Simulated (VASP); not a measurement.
# Si62Ge (a cell with a defect) in VASP: further runs, part 2 of 2

VASP 6.6.1. The steps go on from the part before.

**3. Single point, LDA, collinear spin, zero start**

Contents of INCAR:

```
SYSTEM = Si62Ge
PREC     = Accurate       ! precision mode
ENCUT    = 520            ! plane-wave cutoff, eV
EDIFF    = 1E-6           ! SCF threshold, eV
ISMEAR   = -1             ! smearing method
SIGMA    = 0.05           ! smearing width, eV
LREAL    = Auto         
LASPH    = .TRUE.         ! aspherical terms in the spheres
NELM     = 150            ! most SCF steps
ALGO     = Normal         ! electronic algorithm
ISIF     = 2              ! what is computed and relaxed
LWAVE    = .FALSE.        ! write WAVECAR
LCHARG   = .FALSE.        ! write CHGCAR
ISPIN    = 2              ! spin polarisation
MAGMOM   = 0 0 0 0 0 0 0 0 0 0 0 0 0 0 0 0 0 0 0 0 0 0 0 0 0 0 0 0 0 0 0 0 0 0 0 0 0 0 0 0 0 0 0 0 0 0 0 0 0 0 0 0 0 0 0 0 0 0 0 0 0 0 0 ! initial moments
LORBIT   = 11             ! projections on sites
NELECT   = 263.0        
NBANDS   = 172            ! bands
```

Contents of KPOINTS:

```
regular mesh
0
G
  1 1 1
  0 0 0
```

Contents of POSCAR:

```
Si62Ge
1.0
   10.8600000000      0.0000000000      0.0000000000
    0.0000000000     10.8600000000      0.0000000000
    0.0000000000      0.0000000000     10.8600000000
Si Ge
62 1
Direct
    0.5014911602      0.0023217311     -0.0018889503
    0.8741006446      0.3748599448      0.1253092081
    0.7515059853      0.0024422652      0.2481074586
    0.8740011971      0.1250278085      0.3758117864
   -0.0020906998      0.0009920810      0.0012246777
    0.1245583794      0.1252684162      0.1250510129
    0.2490873849      0.2500895948      0.0000907919
    0.3740084715      0.3744688766      0.1252507366
    0.5001059853      0.4986972376      0.0013479742
    0.6245086556      0.6252986188      0.1250736648
    0.7493453959      0.7498955801      0.0001910681
    0.8737886740      0.8748493554      0.1251631676
    0.2502418048      0.0002429098      0.2500337017
    0.3760616943      0.1257642726      0.3735402394
    0.5017984346      0.2519762431      0.2478887661
    0.6242895948      0.3746679558      0.3755837937
    0.7482593002      0.4986682320      0.2493802026
    0.8749713628      0.6253703499      0.3745362799
    0.4994329650      0.0001848987      0.4994541436
    0.6245150092      0.1252616943      0.6250372007
    0.7493493554      0.2501063536      0.5004011050
    0.8742665746      0.3750567219      0.6245211786
    0.7483790976      0.0010267956      0.7516383978
    0.8745769797      0.1251483425      0.8750505525
   -0.0020721915      0.4987259669     -0.0013790055
    0.1241422652      0.6250518416      0.1252834254
    0.2496235727      0.7505716390      0.0006527624
    0.3760042357      0.8767089319      0.1245327808
   -0.0021458564      0.2489288214      0.2493864641
    0.1244827808      0.3757887661      0.3745200737
    0.2493971455      0.5000201657      0.2498671271
    0.3743563536      0.6257200737      0.3751140884
    0.4994583794      0.7509468692      0.2501040516
    0.6249752302      0.8768813076      0.3734813996
   -0.0005844383      0.0002462247      0.5002781768
    0.1243473297      0.1251493554      0.6252066298
    0.2497904236      0.2496679558      0.4997150092
    0.3749004604      0.3758218232      0.6250588398
    0.4994755985      0.5000116943      0.5001010129
    0.6241802947      0.6251361878      0.6251482505
    0.7488630755      0.7506400552      0.4997484346
    0.8750299263      0.8756832413      0.6251207182
    0.2494235727      0.0003554328      0.7501718232
    0.3739823204      0.1250860037      0.8756243094
    0.5001431860      0.2490533149      0.7515581952
    0.6240724678      0.3754798343      0.8748837017
    0.7510329650      0.4990514733      0.7512195212
    0.8742281768      0.6256662063      0.8753581952
   -0.0008048803      0.7503770718      0.2499720994
    0.1250407919      0.8751983425      0.3751829650
   -0.0007209945      0.5001370166      0.4996053407
    0.1246156538      0.6253845304      0.6248561694
    0.2492250460      0.7499466851      0.5001805709
    0.3742612339      0.8750065378      0.6245186924
   -0.0017659300      0.2519028545      0.7513272560
    0.1249408840      0.3751559853      0.8752989871
    0.2498127072      0.5001697053      0.7501976059
    0.3749146409      0.6252734807      0.8746186004
    0.4995408840      0.7502330571      0.7503610497
    0.6243799263      0.8748320442      0.8756668508
   -0.0006777164      0.7504645488      0.7502426335
    0.1244254144      0.8757900552      0.8744525783
    0.6421844383      0.1425151013      0.1074006446
```

Potentials or basis: VASP PAW LDA potentials, release 64 (Si, Ge_d).

The run is started by

```bash
$ cat potpaw_LDA.64/Si/POTCAR potpaw_LDA.64/Ge_d/POTCAR > POTCAR
$ mpirun -np 1 vasp_gam > vasp.out
```

OUTCAR:

```text
SYSTEM = Si62Ge
   PREC = Accurate
   ENCUT = 520
   EDIFF = 1E-6
   ISMEAR = -1
   LREAL = Auto
   LASPH = .TRUE.
   NELM = 150
   ISIF = 2
   ISPIN = 2
   LORBIT = 11
   NELECT = 263.0

 ion  position               nearest neighbor table
   1  0.501  0.002  0.998-  44 2.34  60 2.34  28 2.37  63 2.46
   2  0.874  0.375  0.125-  17 2.34  29 2.34  25 2.35
   3  0.752  0.002  0.248-   4 2.34  12 2.34  34 2.37  63 2.46
   4  0.874  0.125  0.376-   3 2.34  29 2.35  21 2.35  35 2.35
   5  0.998  0.001  0.001-  24 2.34  12 2.35   6 2.35  62 2.37
   6  0.125  0.125  0.125-   7 2.35  29 2.35   5 2.35  13 2.36
   7  0.249  0.250  0.000-  56 2.35   6 2.35  44 2.35   8 2.35
   8  0.374  0.374  0.125-  15 2.34   9 2.35   7 2.35  31 2.35
[... 41 lines left out ...]
  50  0.125  0.875  0.375-  53 2.35  13 2.35  35 2.36  49 2.36
  51  0.999  0.500  0.500-  18 2.35  30 2.35  22 2.35  52 2.36
  52  0.125  0.625  0.625-  53 2.34  57 2.36  61 2.36  51 2.36
[... 8 lines left out ...]
  61  0.999  0.750  0.750-  42 2.35  62 2.35  48 2.35  52 2.36
  62  0.124  0.876  0.874-  43 2.34  61 2.35  27 2.36   5 2.37
  63  0.642  0.143  0.107-   3 2.46   1 2.46  15 2.46

  LATTYP: Found a simple cubic cell.
 ALAT       =    10.8600000000

  Lattice vectors:

 A1 = (  10.8600000000,   0.0000000000,   0.0000000000)
 A2 = (   0.0000000000,  10.8600000000,   0.0000000000)
 A3 = (   0.0000000000,   0.0000000000,  10.8600000000)

Analysis of symmetry for initial positions (statically):
=====================================================================
 Subroutine PRICEL returns:
 Original cell was already a primitive cell.

 Routine SETGRP: Setting up the symmetry group for a
 simple cubic supercell.

 Subroutine GETGRP returns: Found  1 space group operations
 (whereof  1 operations were pure point group operations)
 out of a pool of 48 trial point group operations.

The static configuration has the point symmetry C_1 .

Analysis of symmetry for dynamics (positions and initial velocities):
=====================================================================
 Subroutine PRICEL returns:
[... 428 lines left out ...]

 k-point     1 :       0.0000    0.0000    0.0000
  band No.  band energies     occupation
      1     -18.3533      1.00000
      2     -18.3530      1.00000
      3     -18.3521      1.00000
      4     -18.3149      1.00000
      5     -18.3146      1.00000
      6      -6.3035      1.00000
[... 135 lines left out ...]
    142       6.7450      0.00001
    143       6.7978      0.00000
 [bands above 143 left out]

------------------------ aborting loop because EDIFF is reached ----------------------------------------

  FORCE on cell =-STRESS in cart. coord.  units (eV):
  Direction    XX          YY          ZZ          XY          YZ          ZX
  --------------------------------------------------------------------------------------
  -------------------------------------------------------------------------------------
  Total       -1.6710382     -1.6487362     -1.6018488     -0.1220436      0.0187427      0.0426342
  in kB       -2.0902946     -2.0623970     -2.0037458     -0.1526638      0.0234452      0.0533310
  external PRESSURE =      -2.0521458 kB  Pullay stress =       0.0000000 kB

 VOLUME and BASIS-vectors are now :
 -----------------------------------------------------------------------------
  energy-cutoff  :      520.00
  volume of cell :     1280.82
      direct lattice vectors                 reciprocal lattice vectors
    10.860000000  0.000000000  0.000000000     0.092081031  0.000000000  0.000000000
     0.000000000 10.860000000  0.000000000     0.000000000  0.092081031  0.000000000
     0.000000000  0.000000000 10.860000000     0.000000000  0.000000000  0.092081031

 POSITION                                       TOTAL-FORCE (eV/Angst)
 -----------------------------------------------------------------------------------
      5.44619      0.02521     10.83949         0.013486      0.004330      0.000961
      9.49273      4.07098      1.36086         0.012604      0.009241      0.016677
      8.16136      0.02652      2.69445        -0.002642      0.004636     -0.013834
      9.49165      1.35780      4.08132        -0.002505     -0.023071     -0.012750
     10.83730      0.01077      0.01330        -0.003241     -0.006272      0.016088
      1.35270      1.36041      1.35805         0.003719     -0.008002      0.000652
[... 55 lines left out ...]
      1.35126      9.51108      9.49656        -0.002862      0.008569      0.001542
      6.97412      1.54771      1.16637        -0.024532     -0.010003      0.028315
 -----------------------------------------------------------------------------------
    total drift:                               -0.042101      0.009552      0.005178

  FREE ENERGIE OF THE ION-ELECTRON SYSTEM (eV)
  ---------------------------------------------------
  free  energy   TOTEN  =      -358.7734752826 eV

  energy  without entropy=     -358.4924662166  energy(sigma->0) =     -358.63297075

 total charge

# of ion       s       p       d       tot
------------------------------------------
    1        0.753   0.941   0.000   1.694
    2        0.793   0.864   0.000   1.657
    3        0.753   0.941   0.000   1.694
    4        0.748   0.968   0.000   1.716
    5        0.749   0.956   0.000   1.705
    6        0.749   0.965   0.000   1.714
[... 55 lines left out ...]
   62        0.754   0.949   0.000   1.703
   63        1.214   1.127  10.004  12.345
--------------------------------------------------
tot         47.820  60.278  10.004 118.103

 magnetization (x)

# of ion       s       p       d       tot
------------------------------------------
    1       -0.000  -0.000   0.000  -0.000
    2       -0.000  -0.000   0.000  -0.000
    3        0.000  -0.000   0.000   0.000
    4        0.000   0.000   0.000   0.000
    5       -0.000  -0.000   0.000  -0.000
    6        0.000   0.000   0.000   0.000
[... 55 lines left out ...]
   62       -0.000  -0.000   0.000  -0.000
   63        0.000   0.000  -0.000   0.000
--------------------------------------------------
tot         -0.000  -0.000  -0.000  -0.000
```

It took 18 min on 1 thread of Oxide Virtual Turin-like, shared host; peak memory 0.85 GiB.

What came out:

| Item | Value |
| --- | --- |
| Free energy | -358.7735 eV |
| Largest force | 0.039 eV/Å |
| Net moment | 0.00 μB per cell |
| Valence electrons inside the program's atomic spheres | Si 1.69, 1.66, 1.72, 1.71, 1.70; Ge 12.35 |

Forces on the atoms (eV/Å):
```
Si   0.013  0.004  0.001
Si   0.013  0.009  0.017
Si  -0.003  0.005 -0.014
Si  -0.003 -0.023 -0.013
Si  -0.003 -0.006  0.016
Si   0.004 -0.008  0.001
Si   0.012  0.002  0.009
Si   0.004 -0.001  0.022
Si  -0.007 -0.004  0.011
Si  -0.003  0.001  0.003
Si  -0.009  0.013  0.005
Si   0.003  0.004  0.027
Si   0.022  0.008  0.002
Si   0.014 -0.014 -0.010
Si   0.003  0.005 -0.012
Si  -0.020 -0.008 -0.007
Si  -0.012 -0.001  0.008
Si  -0.001 -0.006 -0.006
Si  -0.002  0.004 -0.022
Si   0.000 -0.006 -0.004
Si  -0.007  0.001 -0.005
Si  -0.001 -0.001  0.006
Si  -0.014 -0.007  0.003
Si   0.010 -0.025 -0.008
Si   0.000  0.001  0.009
Si   0.005  0.008  0.001
Si   0.007  0.004  0.014
Si   0.005  0.009  0.011
Si   0.000 -0.009  0.010
Si  -0.007 -0.001 -0.013
Si   0.006  0.008 -0.014
Si   0.006 -0.012 -0.009
Si   0.007  0.019 -0.006
Si  -0.010  0.007 -0.004
Si  -0.001  0.018 -0.006
Si   0.011 -0.009 -0.003
Si   0.007 -0.011 -0.013
Si   0.008 -0.010  0.004
Si   0.013  0.012 -0.003
Si  -0.001  0.009 -0.003
Si  -0.018  0.004 -0.009
Si  -0.001  0.005  0.005
Si   0.003  0.015 -0.005
Si   0.002 -0.023 -0.001
Si  -0.006 -0.011  0.003
Si  -0.018  0.010 -0.011
Si  -0.010 -0.001  0.004
Si   0.000 -0.005 -0.001
Si   0.011 -0.002 -0.017
Si  -0.010  0.005 -0.015
Si  -0.005 -0.007  0.004
Si   0.006  0.001 -0.006
Si   0.007  0.010 -0.005
Si   0.016  0.012  0.014
Si  -0.002 -0.002  0.001
Si  -0.005 -0.006 -0.003
Si  -0.004  0.000  0.010
Si   0.011 -0.003  0.005
Si   0.012  0.003 -0.013
Si  -0.026  0.002 -0.001
Si  -0.007  0.005  0.007
Si  -0.003  0.009  0.002
Ge  -0.025 -0.010  0.028
```

Caveat: the k points lie up to 0.58 Å⁻¹ apart; the cell carries a net charge on a neutralising background, which shifts energy and pressure; the cell is charged against a uniform background, so pressure and absolute levels hang on convention.

**4. Single point, LDA, collinear spin, zero start**

Contents of INCAR:

```
ALGO     = Normal         # electronic algorithm
EDIFF    = 1E-6           # SCF threshold, eV
ENCUT    = 520            # plane-wave cutoff, eV
ISIF     = 2              # what is computed and relaxed
ISMEAR   = -1             # smearing method
ISPIN    = 2              # spin polarisation
LASPH    = T              # aspherical terms in the spheres
LCHARG   = T              # write CHGCAR
LELF     = T              # ELF
LORBIT   = 11             # projections on sites
LREAL    = Auto         
LVHAR    = T            
LWAVE    = F              # write WAVECAR
MAGMOM   = 0 0 0 0 0 0 0 0 0 0 0 0 0 0 0 0 0 0 0 0 0 0 0 0 0 0 0 0 0 0 0 0 0 0 0 0 0 0 0 0 0 0 0 0 0 0 0 0 0 0 0 0 0 0 0 0 0 0 0 0 0 0 0 # initial moments
NBANDS   = 172            # bands
NELECT   = 263.0        
NELM     = 150            # most SCF steps
PREC     = Accurate       # precision mode
SIGMA    = 0.05           # smearing width, eV
```

Contents of KPOINTS:

```
k-points
0
Gamma
  1 1 1
```

Contents of POSCAR:

```
Si62Ge
1.0
   10.8600000000      0.0000000000      0.0000000000
    0.0000000000     10.8600000000      0.0000000000
    0.0000000000      0.0000000000     10.8600000000
Si Ge
62 1
Direct
    0.5081023941      0.0089370166     -0.0034851750
    0.8717337937      0.3725538674      0.1277161142
    0.7523740331      0.0075132597      0.2426096685
    0.8744483425      0.1249851750      0.3752011971
   -0.0010538674     -0.0002572744      0.0009512891
    0.1246003683      0.1248740331      0.1252344383
    0.2490862799      0.2498862799      0.0002432781
    0.3739408840      0.3754727440      0.1253528545
    0.4986825967      0.4997276243      0.0009602210
    0.6240324125      0.6252633517      0.1251687845
    0.7490685083      0.7497772560      0.0001841621
    0.8744745856      0.8748791897      0.1252225599
    0.2525569061      0.0011870166      0.2489841621
    0.3802086556      0.1282131676      0.3692450276
    0.5076958564      0.2534941068      0.2415918048
    0.6242114180      0.3753769797      0.3751989871
    0.7485367403      0.4998011971      0.2504489871
    0.8757741252      0.6255209024      0.3755880295
    0.5004651013      0.0011748619      0.4970558932
    0.6240607735      0.1249666667      0.6249216390
    0.7490820442      0.2499577348      0.5003873849
    0.8731490792      0.3738769797      0.6268538674
    0.7485204420     -0.0003853591      0.7503678637
    0.8709637201      0.1223913444      0.8783415285
   -0.0033055249      0.4973503683      0.0016057090
    0.1249032228      0.6253996317      0.1255144567
    0.2512125230      0.7516573665      0.0015213628
    0.3806440147      0.8813569982      0.1219373849
   -0.0010172192      0.2492483425      0.2503585635
    0.1246762431      0.3759370166      0.3760042357
    0.2493295580      0.5003971455      0.2511430018
    0.3752239411      0.6275279926      0.3741895948
    0.5004540516      0.7531507366      0.2490040516
    0.6274433702      0.8797923573      0.3703704420
    0.0001601289     -0.0002197974      0.4996994475
    0.1245810313      0.1248674033      0.6251800184
    0.2509391344      0.2488709945      0.4989170350
    0.3740229282      0.3766695212      0.6242909761
    0.4991464088      0.5009577348      0.4999071823
    0.6247535912      0.6242381215      0.6260223757
    0.7487165746      0.7506627072      0.4996372007
    0.8759769797      0.8747567219      0.6245250460
    0.2492584715     -0.0009468692      0.7497578269
    0.3739218232      0.1248129834      0.8746168508
    0.4986426335      0.2492174954      0.7504053407
    0.6213844383      0.3699327808      0.8801913444
    0.7476942910      0.4952916206      0.7548988950
    0.8731613260      0.6233657459      0.8762664825
    0.0000099448      0.7504007366      0.2506190608
    0.1269082873      0.8759584715      0.3741922652
   -0.0014607735      0.4992526703      0.5018590239
    0.1244921731      0.6250586556      0.6251662063
    0.2492322284      0.7498965930      0.5003193370
    0.3752500921      0.8759882136      0.6226744015
   -0.0038872928      0.2485209945      0.7534250460
    0.1228065378      0.3739294659      0.8762303867
    0.2478978821      0.4991889503      0.7509891344
    0.3738615101      0.6258324125      0.8737153775
    0.4989454880      0.7501308471      0.7493518416
    0.6241750460      0.8748697053      0.8746875691
   -0.0014813076      0.7483993554      0.7509391344
    0.1247480663      0.8741752302      0.8742444751
    0.6633874770      0.1635143646      0.0868546961
```

The run is started by

```bash
$ cat potpaw_LDA.64/Si/POTCAR potpaw_LDA.64/Ge_d/POTCAR > POTCAR
$ mpirun -np 1 vasp_gam > vasp.out
```

It took 16 min on 1 thread of Oxide Virtual Turin-like, shared host; peak memory 0.86 GiB.

The run converged. Its results:

```yaml
Free_energy: -358.6664 eV
Largest_force: 0.396 eV/Å
Net_moment: 0.00 μB per cell
Valence_electrons_inside_the_program's_atomic_spheres: Si 1.68, 1.66, 1.71, 1.72, 1.70; Ge 12.27
```

Forces in eV/Å, atoms in the order of the input:
```
Si  -0.001 -0.001  0.022
Si   0.077  0.077  0.016
Si  -0.009  0.005 -0.003
Si  -0.007 -0.019 -0.008
Si   0.003  0.004  0.021
Si   0.005  0.007 -0.007
Si   0.005 -0.002  0.004
Si   0.004 -0.011  0.012
Si   0.013  0.001  0.025
Si   0.004  0.008 -0.004
Si   0.003  0.009  0.003
Si  -0.006  0.008  0.017
Si  -0.006  0.009 -0.008
Si  -0.011 -0.036  0.005
Si   0.003 -0.018 -0.001
Si  -0.013 -0.011 -0.001
Si  -0.015 -0.001 -0.004
Si  -0.007 -0.018 -0.021
Si   0.014  0.014  0.005
Si   0.004  0.005 -0.010
Si   0.003  0.000 -0.010
Si  -0.003  0.001  0.014
Si  -0.016  0.007  0.002
Si   0.078 -0.013 -0.080
Si   0.018  0.022 -0.009
Si   0.010  0.006 -0.013
Si   0.022  0.020 -0.019
Si  -0.010 -0.005  0.036
Si   0.002 -0.019 -0.002
Si  -0.021 -0.002 -0.020
Si  -0.007  0.009 -0.017
Si   0.003 -0.032 -0.004
Si   0.014 -0.004 -0.014
Si  -0.039 -0.002 -0.001
Si   0.013  0.018  0.008
Si   0.014  0.010 -0.010
Si   0.023  0.019 -0.020
Si   0.022 -0.005  0.025
Si   0.017  0.009  0.008
Si   0.003  0.013 -0.012
Si   0.016  0.025 -0.025
Si  -0.007  0.021  0.021
Si  -0.006  0.016 -0.010
Si   0.004 -0.011  0.013
Si   0.014 -0.024  0.000
Si  -0.009  0.081 -0.081
Si   0.010  0.027 -0.027
Si  -0.004 -0.013 -0.001
Si   0.010 -0.011 -0.017
Si  -0.034  0.004 -0.004
Si   0.002  0.001 -0.004
Si   0.003  0.003 -0.004
Si   0.019  0.018 -0.016
Si   0.004  0.003  0.031
Si   0.019  0.009 -0.024
Si  -0.010 -0.005  0.004
Si   0.004  0.004 -0.005
Si   0.021 -0.025  0.003
Si   0.016 -0.008 -0.008
Si  -0.011  0.002  0.012
Si   0.003  0.004 -0.002
Si  -0.023  0.019  0.002
Ge  -0.243 -0.224  0.218
```

Levels at points of the mesh, in eV from the Fermi level:
Spin up:
```csv
k point,band 127,band 128,band 129,band 130,band 131,band 132,band 133,band 134,band 135,band 136
"(0.00, 0.00, 0.00)",-1.41,-0.84,-0.83,-0.78,-0.05,0.05,0.06,0.11,0.12,0.16
```
Spin down:
| k point | band 127 | band 128 | band 129 | band 130 | band 131 | band 132 | band 133 | band 134 | band 135 | band 136 |
| --- | --- | --- | --- | --- | --- | --- | --- | --- | --- | --- |
| (0.00, 0.00, 0.00) | -1.41 | -0.84 | -0.83 | -0.78 | -0.05 | 0.05 | 0.06 | 0.11 | 0.12 | 0.16 |

Caveat: the k points lie up to 0.58 Å⁻¹ apart; the cell carries a net charge on a neutralising background, which shifts energy and pressure; the cell is charged against a uniform background, so pressure and absolute levels hang on convention.
